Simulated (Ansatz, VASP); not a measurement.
TiO2: VASP beside Ansatz

```
CELL_PARAMETERS angstrom
2.75911 -2.75974 0.00000
2.75911 2.75974 0.00000
-2.68518 0.00000 4.89071
ATOMIC_POSITIONS crystal
Ti 0.86589 0.13411 0.75000
Ti 0.13411 0.86589 0.25000
O 0.08876 0.33122 0.16715
O 0.91124 0.66878 0.83285
O 0.66878 0.91124 0.33285
O 0.33122 0.08876 0.66715
```

Change from the starting cell: volume scaled by 1.06.

Alike in both runs: task single point; functional LDA; k mesh 8 × 8 × 6; occupations fermi-dirac, width 0.05 eV; no spin polarisation.

```csv
,VASP,Ansatz
version,VASP 6.6.1,Ansatz 0.2.0
potentials or method,"VASP PAW LDA potentials, release 64 (Ti_sv, O), cutoff 520 eV","all-electron LAPW, scalar-relativistic"
```

VASP gave:

| Quantity | Value |
| --- | --- |
| gap on the k mesh at the Fermi level (eV) | 1.83 |
| least direct gap on the mesh (eV) | 2.16 |
| pressure (GPa) | -21.3 |
| traceless stress, the component that is largest in VASP (GPa) | -0.81 |
| rms of the force components (eV/Å) | 0.286 |

**Question.** What did Ansatz give for the same quantities?

**Answer.** gap on the k mesh at the Fermi level (eV): 1.85; least direct gap on the mesh (eV): 2.18; pressure (GPa): -22.0; traceless stress, the component that is largest in VASP (GPa): -0.87; rms of the force components (eV/Å): 0.298.

LDA's correlation is that of Perdew and Zunger in VASP and of Perdew and Wang (1992) in Ansatz. Atom by atom the forces differ by 0.013 eV/Å (rms over components). Ansatz ran all-electron here, and VASP with PAW potentials.
